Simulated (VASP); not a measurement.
Input of a VASP 6.6.1 run:

The input INCAR:

```
SYSTEM = Cu
ALGO = Fast
EDIFF = 1E-6
ENCUT = 520
GGA = CA
ISIF = 2
ISMEAR = -1
LASPH = .True.
LCHARG = .False.
LREAL = .False.
LWAVE = .False.
NBANDS = 18
NELM = 60
PREC = Accurate
SIGMA = 0.05
```

The input KPOINTS:

```
k-points
0
Gamma
  11 11 11
  0 0 0
```

File POSCAR:

```
Cu
1.0
    1.2102858349     -3.9496901055      0.0000000000
    1.2102858349      3.9496901055      0.0000000000
    0.0000000000      0.0000000000      2.4588809590
Cu
2
Direct
    0.8661333500      0.1338666500      0.7500000000
    0.1338666500      0.8661333500      0.2500000000
```

Potentials or basis: VASP PAW LDA potentials, release 64 (Cu).

Command:

```console
$ cat potpaw_LDA.64/Cu/POTCAR > POTCAR
$ mpirun -np 1 vasp_std > vasp.out
```

Problem. What does it give for the band gap on the k mesh?

Solution. Zero (bands 11 and 12 overlap by 5.51 eV).

Problem. Estimate the largest force.

Solution. 0.011 eV/Å.

Problem. What does it give for the pressure?

Solution. -3.9 GPa.

Stress tensor (GPa, compression positive):
```
-3.54  0.00  0.00
 0.00 -4.66  0.00
 0.00  0.00 -3.54
```

Caveat: the cell stands under tension.
